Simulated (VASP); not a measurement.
Input of a VASP 6.6.1 run:

Contents of INCAR:

```
SYSTEM = AlN
PREC = Accurate
ENCUT = 520
EDIFF = 1E-6
ISMEAR = 0
SIGMA = 0.01
LREAL = .FALSE.
LASPH = .TRUE.
NELM = 80
ALGO = Normal
ISIF = 2
LWAVE = .FALSE.
LCHARG = .FALSE.
GGA = PE
NBANDS = 11
```

KPOINTS

```
regular mesh
0
G
  6 6 6
  0 0 0
```

POSCAR

```
AlN
1.0
   -0.0610761238      2.0385470846      2.0385470846
    2.0385470846     -0.0610761238      2.0385470846
    2.0385470846      2.0385470846     -0.0610761238
Al N
1 1
Direct
    0.0000000000      0.0000000000      0.0000000000
    0.5000000000      0.5000000000      0.5000000000
```

Potentials or basis: VASP PAW PBE potentials, release 64 (Al, N).

The run is started by

```sh
$ cat potpaw_PBE.64/Al/POTCAR potpaw_PBE.64/N/POTCAR > POTCAR
$ mpirun -np 1 vasp_std > vasp.out
```

Q: What does it give for the pressure?

A: -11.2 GPa.

Q: Estimate the band gap on the k mesh.

A: 3.44 eV, indirect (least direct gap 4.27 eV).

Stress tensor (GPa, compression positive):
```
-11.24   8.06   8.06
  8.06 -11.24   8.06
  8.06   8.06 -11.24
```

Caveat: the k points lie up to 0.43 Å⁻¹ apart; the cell differs from its parent crystal (epitaxial 111 strain +4.0%). A k mesh can miss the band edges.
